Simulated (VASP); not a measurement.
# Sb (P4/mmm) in VASP: further runs

Runs on Sb. Level: PBEsol. Tasks: single point.

Program: VASP 6.6.1. These are calculated values, not measurements. Logs are shortened: lines on timing, memory, paths and dates and some standing lists are left out, and cuts for length are marked.

## 1. The cell of the first run

Symmetry: P4/mmm, No. 123, tetragonal system. Conventional cell: a = 3.160 Å, b = 3.160 Å, c = 2.970 Å, α = 90.00°, β = 90.00°, γ = 90.00°. Within 3.9 Å of Sb (site symmetry 4/mmm) lie 6 Sb at 2.97 to 3.16 Å.

## 2. Single point, PBEsol (strain -0.0600 x Voigt [0, 1, 0, 0, 0, 0])

Input file INCAR:

```
ALGO = Normal
EDIFF = 1E-6
ENCUT = 520
GGA = PS
ISIF = 2
ISMEAR = 0
LASPH = True
LCHARG = True
LELF = True
LREAL = False
LVHAR = True
LWAVE = False
NBANDS = 8
NELM = 100
PREC = Accurate
SIGMA = 0.15
```

Input file KPOINTS:

```
k-points
0
Gamma
  16 16 16
```

Input file POSCAR:

```
Sb
1.0
    3.1600000000      0.0000000000      0.0000000000
    0.0000000000      2.9704000000      0.0000000000
    0.0000000000      0.0000000000      3.1600000000
Sb
1
Direct
    0.0000000000      0.0000000000      0.0000000000
```

Potentials or basis: VASP PAW PBE potentials, release 64 (Sb).

Command:

```bash
> cat potpaw_PBE.64/Sb/POTCAR > POTCAR
> mpirun -np 1 vasp_std > vasp.out
```

OUTCAR:

```text
EDIFF = 1E-6
   ENCUT = 520
   GGA = PS
   ISIF = 2
   ISMEAR = 0
   LASPH = True
   LREAL = False
   NELM = 100
   PREC = Accurate

 ion  position               nearest neighbor table
   1  0.000  0.000  0.000-

  LATTYP: Found a simple tetragonal cell.
 ALAT       =     3.1600000000
 C/A-ratio  =     0.9400000000

  Lattice vectors:

 A1 = (  -3.1600000000,   0.0000000000,   0.0000000000)
 A2 = (   0.0000000000,   0.0000000000,   3.1600000000)
 A3 = (   0.0000000000,   2.9704000000,   0.0000000000)

Analysis of symmetry for initial positions (statically):
=====================================================================
 Subroutine PRICEL returns:
 Original cell was already a primitive cell.

 Routine SETGRP: Setting up the symmetry group for a
 simple tetragonal supercell.

 Subroutine GETGRP returns: Found 16 space group operations
 (whereof 16 operations were pure point group operations)
 out of a pool of 16 trial point group operations.

The static configuration has the point symmetry D_4h.

Analysis of symmetry for dynamics (positions and initial velocities):
=====================================================================
 Subroutine PRICEL returns:
 Original cell was already a primitive cell.

 Routine SETGRP: Setting up the symmetry group for a
 simple tetragonal supercell.

 Subroutine GETGRP returns: Found 16 space group operations
 (whereof 16 operations were pure point group operations)
 out of a pool of 16 trial point group operations.

The dynamic configuration has the point symmetry D_4h.

 Subroutine INISYM returns: Found 16 space group operations
 (whereof 16 operations are pure point group operations),
 and found     1 'primitive' translations

----------------------------------------------------------------------------------------

                                     Primitive cell

  volume of cell :      29.6612

  direct lattice vectors                    reciprocal lattice vectors
     3.160000000  0.000000000  0.000000000     0.316455696  0.000000000  0.000000000
     0.000000000  2.970400000  0.000000000     0.000000000  0.336654996  0.000000000
     0.000000000  0.000000000  3.160000000     0.000000000  0.000000000  0.316455696

  length of vectors
     3.160000000  2.970400000  3.160000000     0.316455696  0.336654996  0.316455696

  position of ions in fractional coordinates (direct lattice)
     0.000000000  0.000000000  0.000000000

  ion indices of the primitive-cell ions
   primitive index   ion index
                 1           1

----------------------------------------------------------------------------------------

 KPOINTS: k-points

Automatic generation of k-mesh.
 Grid dimensions read from file:
 generate k-points for:   16   16   16

 Generating k-lattice:

  Cartesian coordinates                     Fractional coordinates (reciprocal lattice)
     0.019778481  0.000000000  0.000000000     0.062500000  0.000000000  0.000000000
     0.000000000  0.021040937  0.000000000     0.000000000  0.062500000  0.000000000
     0.000000000  0.000000000  0.019778481     0.000000000  0.000000000  0.062500000

  Length of vectors
     0.019778481  0.021040937  0.019778481

  Shift w.r.t. Gamma in fractional coordinates (k-lattice)
     0.000000000  0.000000000  0.000000000

 Subroutine IBZKPT returns following result:
 ===========================================

 Found    405 irreducible k-points:

 Following reciprocal coordinates:
            Coordinates               Weight
  0.000000  0.000000  0.000000      1.000000
  0.062500  0.000000  0.000000      4.000000
  0.125000  0.000000  0.000000      4.000000
  0.187500  0.000000  0.000000      4.000000
  0.250000  0.000000  0.000000      4.000000
  0.312500  0.000000  0.000000      4.000000
[... 16 lines left out ...]
  0.250000  0.125000  0.000000      8.000000
  0.312500  0.125000  0.000000      8.000000
 [... further k-points ...]
   k-points           NKPTS =    405   k-points in BZ     NKDIM =    405   number of bands    NBANDS=      8
   number of dos      NEDOS =    301   number of ions     NIONS =      1
   total plane-waves  NPLWV =  13824
   dimension x,y,z NGX =    24 NGY =   24 NGZ =   24
   dimension x,y,z NGXF=    48 NGYF=   48 NGZF=   48
   ions per type =               1
   NGX,Y,Z   is equivalent  to a cutoff of  12.63, 13.43, 12.63 a.u.
   NGXF,Y,Z  is equivalent  to a cutoff of  25.25, 26.86, 25.25 a.u.
 SYSTEM =  unknown system
   PREC   = accura    normal or accurate (medium, high low for compatibility)
   ISTART =      0    job   : 0-new  1-cont  2-samecut
   ICHARG =      2    charge: 1-file 2-atom 10-const
   ISPIN  =      1    spin polarized calculation?
   LNONCOLLINEAR =      F non collinear calculations
   LSORBIT =      F    spin-orbit coupling
   LASPH  =      T    aspherical Exc in radial PAW
   ENCUT  =  520.0 eV  38.22 Ry    6.18 a.u.   5.88  5.52  5.88*2*pi/ulx,y,z
   NELM   =    100;   NELMIN=  2; NELMDL= -5     # of ELM steps
   EDIFF  = 0.1E-05   stopping-criterion for ELM
   LREAL  =      F    real-space projection
   EDIFFG = 0.1E-04   stopping-criterion for IOM
   NSW    =      0    number of steps for IOM
   IBRION =     -1    ionic relax: 0-MD 1-quasi-New 2-CG
   NFREE  =      0    steps in history (QN), initial steepest desc. (CG)
   ISIF   =      2    stress and relaxation
   ISYM   =      2    0-nonsym 1-usesym 2-fastsym
   POTIM  = 0.5000    time-step for ionic-motion
   TEBEG  =    0.0;   TEEND  =   0.0 temperature during run
   PSTRESS=    0.0 pullay stress
   NELECT =       5.0000    total number of electrons
   NUPDOWN=      -1.0000    fix difference up-down
   EMIN   =  10.00;   EMAX   =-10.00  energy-range for DOS
   EFERMI =   0.00;   METHOD = LEGACY
   ISMEAR =     0;   SIGMA  =   0.15  broadening in eV -4-tet -1-fermi 0-gaus
   EFERMI_NEDOS =   21; number of points for ismear=-14 and -15
   IALGO  =     38    algorithm
   IMIX   =      4    mixing-type and parameters
     AMIX     =   0.40;   BMIX     =  1.00
     AMIX_MAG =   1.60;   BMIX_MAG =  1.00
  volume/ion in A,a.u.               =      29.66       200.16
  Fermi-wavevector in a.u.,A,eV,Ry     =   0.904347  1.708968 11.127438  0.817844
  Thomas-Fermi vector in A             =   2.027783
   LORBIT       =      0    0 simple, 1 ext, 2 COOP (PROOUT), +10 PAW based schemes
   GGA     = PS    functional components
   LHFCALC =     F    Hartree Fock is set to
   AEXX    =    0.0000 exact exchange contribution
   IVDW    =     0    specifies the selected vdW correction
   LEPSILON=     F    determine dielectric tensor
   LRPA    =     F    only Hartree local field effects (RPA)
 non-spin polarized calculation
 Gauss-broadening in eV      SIGMA  =   0.15
  energy-cutoff  :      520.00
  volume of cell :       29.66
 maximum number of plane-waves:       824
 NGX is ok and might be reduce to    24
   NGX = 11   NGY = 11   NGZ = 11

 number of electron       5.0000001 magnetization

 Free energy of the ion-electron system (eV)
  ---------------------------------------------------
  ext. energy  EPLUGINS =         0.00000000
  ---------------------------------------------------
  free energy    TOTEN  =        -4.50510333 eV

  energy without entropy =       -4.50082277  energy(sigma->0) =       -4.50296305

 E-fermi :   7.0332     XC(G=0):  -9.7735

 val. band max:        7.0103457930   @ k =   0.1875   0.1250   0.1875
 cond. band min:       7.0398067112   @ k =   0.2500   0.3750   0.1250
 fundamental gap:      0.0294609182
 Fermi energy:         7.0331885689

 k-point     1 :       0.0000    0.0000    0.0000
  band No.  band energies     occupation
      1      -5.4180      2.00000
      2       9.7406      0.00000
      3       9.7406      0.00000
      4      11.5530      0.00000
      5      13.6073      0.00000
      6      13.8664      0.00000
      7      15.8391      0.00000
      8      24.2410      0.00000

 k-point     2 :       0.0625    0.0000    0.0000
  band No.  band energies     occupation
      1      -5.3649      2.00000
      2       9.0406      0.00000
      3       9.7919      0.00000
      4      11.6054      0.00000
      5      13.7692      0.00000
      6      14.4683      0.00000
      7      15.9448      0.00000
      8      23.6110      0.00000

 k-point     3 :       0.1250    0.0000    0.0000
  band No.  band energies     occupation
      1      -5.2072      2.00000
      2       7.6666      0.00000
      3       9.9428      0.00000
      4      11.7593      0.00000
      5      13.9188      0.00000
      6      15.5315      0.00000
      7      16.6087      0.00000
      8      22.5485      0.00000

 k-point     4 :       0.1875    0.0000    0.0000
  band No.  band energies     occupation
      1      -4.9495      2.00000
      2       6.1964      2.00000
      3      10.1833      0.00000
      4      12.0049      0.00000
      5      14.1446      0.00000
      6      15.9683      0.00000
      7      18.2242      0.00000
      8      21.4542      0.00000

 k-point     5 :       0.2500    0.0000    0.0000
  band No.  band energies     occupation
      1      -4.6024      2.00000
      2       4.7937      2.00000
      3      10.4948      0.00000
      4      12.3231      0.00000
      5      14.4539      0.00000
      6      16.3158      0.00000
      7      19.9266      0.00000
      8      20.4131      0.00000
[... 177 lines left out ...]
 k-point    22 :       0.1875    0.1250    0.0000
  band No.  band energies     occupation
      1      -4.6895      2.00000
      2       6.4458      2.00000
      3       9.4681      0.00000
      4      10.4472      0.00000
      5      14.4502      0.00000
      6      18.0552      0.00000
      7      18.6316      0.00000
      8      20.4399      0.00000

 k-point    23 :       0.2500    0.1250    0.0000
  band No.  band energies     occupation
      1      -4.3422      2.00000
      2       5.0451      2.00000
      3       9.7947      0.00000
      4      10.7598      0.00000
      5      14.7691      0.00000
      6      18.2256      0.00000
      7      19.2275      0.00000
      8      20.3874      0.00000

 k-point    24 :       0.3125    0.1250    0.0000
  band No.  band energies     occupation
      1      -3.9272      2.00000
      2       3.7834      2.00000
      3      10.1759      0.00000
      4      11.1121      0.00000
      5      15.1668      0.00000
      6      17.4532      0.00000
      7      19.3624      0.00000
      8      19.6739      0.00000

 [... further k-points ...]

------------------------ aborting loop because EDIFF is reached ----------------------------------------

  FORCE on cell =-STRESS in cart. coord.  units (eV):
  Direction    XX          YY          ZZ          XY          YZ          ZX
  --------------------------------------------------------------------------------------
  -------------------------------------------------------------------------------------
  Total       -0.7075895      0.6118632     -0.7075895     -0.0000000      0.0000000      0.0000000
  in kB      -38.2210733     33.0503297    -38.2210733     -0.0000000      0.0000000      0.0000000
  external PRESSURE =     -14.4639389 kB  Pullay stress =       0.0000000 kB

 VOLUME and BASIS-vectors are now :
 -----------------------------------------------------------------------------
  energy-cutoff  :      520.00
  volume of cell :       29.66
      direct lattice vectors                 reciprocal lattice vectors
     3.160000000  0.000000000  0.000000000     0.316455696  0.000000000  0.000000000
     0.000000000  2.970400000  0.000000000     0.000000000  0.336654996  0.000000000
     0.000000000  0.000000000  3.160000000     0.000000000  0.000000000  0.316455696

 POSITION                                       TOTAL-FORCE (eV/Angst)
 -----------------------------------------------------------------------------------
      0.00000      0.00000      0.00000         0.000000      0.000000      0.000000
 -----------------------------------------------------------------------------------
    total drift:                               -0.000000      0.000000      0.000000

  FREE ENERGIE OF THE ION-ELECTRON SYSTEM (eV)
  ---------------------------------------------------
  free  energy   TOTEN  =        -4.5051033259 eV

  energy  without entropy=       -4.5008227686  energy(sigma->0) =       -4.50296305
```

Wall time 14 s (1 thread of Intel Xeon 6975P-C (Granite Rapids), shared host); peak memory 0.21 GiB.

What came out:

```yaml
Free_energy: -4.5051 eV
Pressure: -1.4 GPa
```

Stress tensor (GPa, compression positive):
```
-3.82  0.00  0.00
 0.00  3.31  0.00
 0.00  0.00 -3.82
```

Caveat: the cell differs from its parent crystal (strain -0.0600 x Voigt [0, 1, 0, 0, 0, 0]); the PAW data sets were made with another functional, which shifts forces and pressure a little; spin-orbit coupling is left out, which moves the levels of the heavy elements.

## 3. Single point, PBEsol (strain -0.0450 x Voigt [0, 1, 0, 0, 0, 0])

Input file INCAR:

```
SYSTEM = Sb
  PREC = Accurate
  ENCUT = 520
  EDIFF = 1E-6
  ISMEAR = 0
  SIGMA = 0.15
  LREAL = .FALSE.
  LASPH = .TRUE.
  NELM = 100
  ALGO = Normal
  ISIF = 2
  LWAVE = .FALSE.
  LCHARG = .TRUE.
  GGA = PS
  LELF = .TRUE.
  LVHAR = .TRUE.
  NBANDS = 8
```

Input file KPOINTS:

```
regular mesh
0
G
  16 16 16
  0 0 0
```

Input file POSCAR:

```
Sb
1.0
    3.1600000000      0.0000000000      0.0000000000
    0.0000000000      3.0178000000      0.0000000000
    0.0000000000      0.0000000000      3.1600000000
Sb
1
Direct
    0.0000000000      0.0000000000      0.0000000000
```

Potentials or basis: VASP PAW PBE potentials, release 64 (Sb).

Command:

```bash
> cat potpaw_PBE.64/Sb/POTCAR > POTCAR
> mpirun -np 1 vasp_std > vasp.out
```

Run time: 15 s. Hardware: 1 thread of Intel Xeon 6975P-C (Granite Rapids), shared host; peak memory 0.21 GiB.

Results (log left out):

```
Free energy : -4.5104 eV
Pressure    : -2.5 GPa
```

Stress tensor (GPa, compression positive):
```
-3.96  0.00  0.00
 0.00  0.42  0.00
 0.00  0.00 -3.96
```

Levels at points of the mesh, in eV from the Fermi level:
```tsv
k point	band 1	band 2	band 3	band 4	band 5	band 6
(0.00, 0.00, 0.00)	-12.33	2.82	2.82	4.13	6.65	6.90
(0.50, 0.00, 0.00)	-10.13	-5.48	4.62	5.97	8.92	10.50
(0.00, 0.50, 0.00)	-9.53	-5.61	5.12	5.12	9.07	10.07
(0.50, 0.50, 0.00)	-7.17	-3.76	-3.12	2.21	6.96	12.71
(0.50, 0.00, 0.50)	-7.84	-3.57	-3.57	2.10	7.83	13.09
(0.50, 0.50, 0.50)	-4.58	-2.05	-1.34	-1.34	4.73	4.73
```

Caveat: the cell differs from its parent crystal (strain -0.0450 x Voigt [0, 1, 0, 0, 0, 0]); the PAW data sets were made with another functional, which shifts forces and pressure a little; spin-orbit coupling is left out, which moves the levels of the heavy elements.
